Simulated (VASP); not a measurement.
# Al3GaN4 (P1) in VASP: notebook, part 2 of 2

VASP 6.6.1. Earlier steps stand in the parts before.

## 4. Single point, PBEsol

This run uses another cell than the first one, of 10.18 Å³/atom.

The input, INCAR:

```
SYSTEM = Al3GaN4
  PREC = Accurate
  ENCUT = 520
  EDIFF = 1E-6
  ISMEAR = 0
  SIGMA = 0.05
  LREAL = .False.
  LASPH = .True.
  NELM = 80
  ALGO = Normal
  ISIF = 2
  LWAVE = .False.
  LCHARG = .False.
  GGA = PS
  NBANDS = 31
```

The input, KPOINTS:

```
regular mesh
0
Gamma
  6 8 4
  0 0 0
```

The input, POSCAR:

```
Al3GaN4
1.0
    4.8932267981      0.1243611840     -0.2590982386
    0.0771825218      3.1761670941     -0.0282601996
   -0.2816017287     -0.0489967079      5.2568930537
Al Ga N
3 1 4
Direct
    0.4973880639      0.4899259431      0.1707765371
    0.0105007710      0.5052905901      0.8372217335
   -0.0111181371      0.0116166306      0.3271249891
    0.4986914730      0.0121075078      0.6688965235
    0.1146358438     -0.0034893629      0.6704034341
    0.1183585847      0.4945913375      0.1635854051
    0.6338588896      0.4978273082      0.8321380318
    0.6212835111     -0.0078699544      0.3298543458
```

Launch:

```console
> cat potpaw_PBE.64/Al/POTCAR potpaw_PBE.64/Ga_d/POTCAR potpaw_PBE.64/N/POTCAR > POTCAR
> mpirun -np 1 vasp_std > vasp.out
```

It took 1.7 min on 1 thread of AMD EPYC 9R45 (Zen 5), shared host; peak memory 0.3 GiB.

It converged, with:

```
Free energy            : -59.1608 eV
Pressure               : 11.8 GPa
Largest force          : 2.663 eV/Å
Band gap on the k mesh : 3.35 eV
```

Forces in eV/Å, atoms in the order of the input:
```
Al   0.583  0.552 -0.703
Al  -0.568 -0.020 -2.379
Al   1.462 -0.443 -0.362
Ga   0.439 -0.566 -0.314
N   -0.387  0.088  0.342
N    0.226  0.254  2.641
N   -0.880  0.352  1.213
N   -0.874 -0.216 -0.438
```

Stress tensor (GPa, compression positive):
```
20.67 -5.45 13.89
-5.45 -0.11  3.25
13.89  3.25 14.77
```

Levels at points of the mesh, in eV from the valence-band top:
```csv
k point,band 17,band 18,band 19,band 20,band 21,band 22,band 23,band 24,band 25,band 26
"(0.00, 0.00, 0.00)",-1.38,-1.31,-0.77,-0.34,0.00,3.35,4.47,5.43,5.67,7.00
"(0.50, 0.00, 0.00)",-1.39,-1.22,-1.13,-0.85,-0.33,4.26,4.76,5.35,5.68,7.42
"(0.00, 0.50, 0.00)",-3.47,-2.61,-2.34,-1.68,-1.57,5.33,5.39,7.49,7.55,7.75
"(0.50, 0.50, 0.00)",-3.30,-1.88,-1.68,-1.26,-1.08,5.82,5.96,6.52,6.70,7.60
"(0.00, 0.00, 0.50)",-2.36,-1.32,-0.94,-0.85,-0.34,5.26,5.43,6.28,6.42,7.52
"(0.50, 0.00, 0.50)",-1.88,-1.80,-1.77,-1.41,-1.25,5.39,5.49,5.81,6.04,7.69
"(0.00, 0.50, 0.50)",-2.60,-2.46,-2.36,-1.12,-0.80,5.10,5.27,5.70,5.75,6.58
"(0.50, 0.50, 0.50)",-1.85,-1.82,-1.71,-1.56,-1.41,4.39,4.53,4.91,5.34,8.27
```

Caveat: the stress differs along the axes, from -0 to 21 GPa; the PAW data sets were made with another functional, which shifts forces and pressure a little. A k mesh can miss the band edges.

## 5. Single point, PBEsol (atoms moved at random and the cell strained at random)

The input, INCAR:

```
SYSTEM = Al3GaN4
PREC = Accurate ; ENCUT = 520
EDIFF = 1E-6 ; ISMEAR = 0
SIGMA = 0.05 ; LREAL = .FALSE.
LASPH = .TRUE. ; NELM = 80
ALGO = Normal ; ISIF = 2
LWAVE = .FALSE. ; LCHARG = .TRUE.
GGA = PS ; LELF = .TRUE.
LVHAR = .TRUE. ; NBANDS = 31
```

The input, KPOINTS:

```
regular mesh
0
G
  6 8 4
  0 0 0
```

The input, POSCAR:

```
Al3GaN4
1.0
    5.4090196669      0.1555696548     -0.1292756481
    0.0965487107      3.2445331424      0.0867776604
   -0.1424781174      0.1501077048      5.7037261311
Al Ga N
3 1 4
Direct
    0.5102087924      0.5167818077      0.1810737799
   -0.0043624573      0.4886762849      0.8254195393
    0.0167613685      0.0000257067      0.3367514026
    0.5060942001      0.0082595112      0.6544949041
    0.1231385662     -0.0113159178      0.6679359912
    0.1016219390      0.4595370115      0.1618556140
    0.6210458663      0.5254169452      0.8535472226
    0.6090907248      0.0126186506      0.3189225464
```

Potentials or basis: VASP PAW PBE potentials, release 64 (Al, Ga_d, N).

Launch:

```console
> cat potpaw_PBE.64/Al/POTCAR potpaw_PBE.64/Ga_d/POTCAR potpaw_PBE.64/N/POTCAR > POTCAR
> mpirun -np 1 vasp_std > vasp.out
```

OUTCAR:

```text
SYSTEM = Al3GaN4
   PREC = Accurate
   ENCUT = 520
   EDIFF = 1E-6
   ISMEAR = 0
   LREAL = .FALSE.
   LASPH = .TRUE.
   NELM = 80
   ISIF = 2
   GGA = PS

 ion  position               nearest neighbor table
   1  0.510  0.517  0.181-   8 1.82   8 1.92   7 1.99   6 2.23   4 3.09   3 3.19   3 3.21   3 3.34

   2  0.996  0.489  0.825-   6 1.97   5 1.99   5 2.00   7 2.04   3 3.18   3 3.24   3 3.28
   3  0.017  0.000  0.337-   6 1.84   5 1.95   6 2.10   8 2.20   4 3.14   2 3.18   1 3.19   1 3.21
                             2 3.24   2 3.28   1 3.34
   4  0.506  0.008  0.654-   7 1.94   8 2.02   5 2.08   7 2.18   1 3.09   3 3.14
[... 1036 lines left out ...]
  Total      -14.4759238     -9.3766740    -12.7334106     -3.2687898     -5.1945759      2.7968876
  in kB     -232.2103745   -150.4125752   -204.2584707    -52.4351274    -83.3269393     44.8652757
  external PRESSURE =    -195.6271402 kB  Pullay stress =       0.0000000 kB

 VOLUME and BASIS-vectors are now :
 -----------------------------------------------------------------------------
  energy-cutoff  :      520.00
  volume of cell :       99.88
      direct lattice vectors                 reciprocal lattice vectors
     5.409019667  0.155569655 -0.129275648     0.185152606 -0.005637321  0.004773441
     0.096548711  3.244533142  0.086777660    -0.009078282  0.308704254 -0.008351092
    -0.142478117  0.150107705  5.703726131     0.004334625 -0.004824460  0.175559232

 POSITION                                       TOTAL-FORCE (eV/Angst)
 -----------------------------------------------------------------------------------
      2.78382      1.78327      1.01168        -0.953356      0.514683     -1.847714
      5.31500      1.86432      4.62166         0.105156      0.011673      0.881672
      0.04269      0.05324      1.91857        -0.833903     -1.190046     -0.414678
      2.64502      0.20378      3.66835        -0.384963      0.365320      1.075876
      0.66635      3.32724      3.87960        -0.752197      0.229965     -0.366204
      0.57098      1.53109      0.94992         1.178013      1.868878      0.195397
      3.28837      1.92947      4.83371         0.619227     -0.768016     -1.019523
      3.25036      0.18357      1.74140         1.022022     -1.032457      1.495174
 -----------------------------------------------------------------------------------
    total drift:                               -0.000409     -0.000223     -0.001001

  FREE ENERGIE OF THE ION-ELECTRON SYSTEM (eV)
  ---------------------------------------------------
  free  energy   TOTEN  =       -57.9807534721 eV

  energy  without entropy=      -57.9807534721  energy(sigma->0) =      -57.98075347
```

stdout:

```text
POSCAR found type information on POSCAR AlGaN
 POSCAR found :  3 types and       8 ions
 scaLAPACK will be used
 -----------------------------------------------------------------------------
|                                                                             |
|                                                                             |
|     You enforced a specific xc type in the INCAR file but a different       |
|     I HOPE YOU KNOW WHAT YOU ARE DOING!                                     |
|                                                                             |
 -----------------------------------------------------------------------------

 LDA part: xc-table for (Slater+PW92), standard interpolation
 POSCAR, INCAR and KPOINTS ok, starting setup
 FFT: planning ... GRIDC
 FFT: planning ... GRID_SOFT
 FFT: planning ... GRID
 WAVECAR not read
 entering main loop
```

Wall time 1.9 min (1 thread of AMD EPYC 9R45 (Zen 5), shared host); peak memory 0.35 GiB.

What came out:

```
Free energy            : -57.9808 eV
Pressure               : -19.6 GPa
Largest force          : 2.218 eV/Å
Band gap on the k mesh : 1.80 eV
```

Forces on the atoms (eV/Å):
```
Al  -0.953  0.515 -1.848
Al   0.105  0.012  0.882
Al  -0.834 -1.190 -0.415
Ga  -0.385  0.365  1.076
N   -0.752  0.230 -0.366
N    1.178  1.869  0.195
N    0.619 -0.768 -1.020
N    1.022 -1.032  1.495
```

Levels at points of the mesh, in eV from the valence-band top:
```
           k point  band 18  band 19  band 20  band 21  band 22  band 23  band 24  band 25
(0.00, 0.00, 0.00)    -0.80    -0.57    -0.25     0.00     1.80     4.33     4.88     5.20
(0.50, 0.00, 0.00)    -0.88    -0.73    -0.70    -0.38     3.64     3.95     4.11     4.76
(0.00, 0.50, 0.00)    -2.25    -2.12    -1.56    -0.99     4.56     5.34     5.51     5.90
(0.50, 0.50, 0.00)    -1.67    -1.44    -1.08    -0.82     4.49     4.85     5.21     5.69
(0.00, 0.00, 0.50)    -1.00    -0.66    -0.40    -0.17     3.79     4.22     5.78     6.16
(0.50, 0.00, 0.50)    -1.46    -1.22    -1.01    -0.59     4.39     4.83     5.09     5.57
(0.00, 0.50, 0.50)    -2.03    -1.43    -1.25    -0.91     3.80     4.50     4.50     5.26
(0.50, 0.50, 0.50)    -1.65    -1.48    -1.36    -0.95     3.46     3.72     4.20     4.44
```

Caveat: the cell differs from its parent crystal (atoms moved at random and the cell strained at random); the stress differs along the axes, from -23 to -15 GPa; the PAW data sets were made with another functional, which shifts forces and pressure a little.

## 6. Overview

```tsv
cell	gap on the mesh (eV)	pressure (GPa)	largest force (eV/Å)
a = 4.987, b = 2.930, c = 5.448 Å, angles 86.9, 94.3, 88.1°, 8 atoms, atomic positions A	3.71	20.7	3.79
a = 4.902, b = 3.177, c = 5.265 Å, angles 91.1, 96.1, 87.1°, 8 atoms, atomic positions B	3.35	11.8	2.66
a = 5.413, b = 3.247, c = 5.707 Å, angles 87.0, 92.8, 86.7°, 8 atoms, atomic positions C	1.80	-19.6	2.22
```

Alike in all rows: task single point; level PBEsol; potentials or basis VASP PAW PBE potentials, release 64 (Al, Ga_d, N); no spin polarisation; k mesh 6 × 8 × 4; cutoff (eV) 520; smearing gaussian 0.05 eV.

Caveats: the PAW data sets were made with another functional, which shifts forces and pressure a little; the stress differs along the axes, from 9 to 40 GPa (at least some runs); the stress differs along the axes, from -0 to 21 GPa (at least some runs); the stress differs along the axes, from -23 to -15 GPa (at least some runs).

Absolute energies hang on the potentials; compare differences alone.
